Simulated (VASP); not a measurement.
# TaSi3: single point with PBE

The system is TaSi3.

```xyz
4
Lattice="-1.8733 1.8733 4.1919 1.8733 -1.8733 4.1919 1.8733 1.8733 -4.1919" Properties=species:S:1:pos:R:3 pbc="T T T"
Ta    0.0000    0.0000    0.0000
Si    0.0000    0.0000    4.1919
Si    1.8733    0.0000    2.0959
Si    0.0000    1.8733    2.0959
```

| Item | Value |
| --- | --- |
| Program | VASP 6.6.1 |
| Task | single point |
| Functional | PBE |
| Potentials or basis | VASP PAW PBE potentials, release 64 (Ta_pv, Si) |
| Cutoff | 520 eV |
| k mesh | 18 × 18 × 18 |
| Occupations | gaussian, width 0.1 eV |
| Spin | no spin polarisation |
| Dipole correction | no |
| Further INCAR settings | ALGO = Normal; EDIFF = 1e-06; NBANDS = 20 |

* Pressure: 0.0 GPa

Levels at points of the mesh, in eV from the Fermi level:
| k point | band 7 | band 8 | band 9 | band 10 | band 11 | band 12 | band 13 | band 14 | band 15 | band 16 |
| --- | --- | --- | --- | --- | --- | --- | --- | --- | --- | --- |
| (0.00, 0.00, 0.00) | -4.31 | -4.31 | -4.19 | -2.67 | -0.86 | -0.86 | -0.60 | 0.72 | 3.22 | 3.60 |
| (0.50, 0.00, 0.00) | -6.44 | -4.12 | -2.73 | -1.65 | -0.76 | 0.00 | 0.65 | 1.15 | 1.29 | 3.15 |
| (0.50, 0.50, 0.00) | -6.58 | -5.46 | -5.12 | -3.89 | 0.01 | 0.51 | 0.51 | 1.59 | 2.30 | 2.85 |
| (0.50, 0.50, 0.50) | -3.89 | -3.89 | -2.70 | -0.93 | -0.93 | -0.36 | 1.89 | 1.97 | 2.36 | 2.61 |

It took 4.3 min on 1 thread of Intel(R) Xeon(R) 6975P-C (Granite Rapids), on a shared host, peak memory 0.63 GiB.

Caveat: spin-orbit coupling is left out, which moves the levels of the heavy elements.
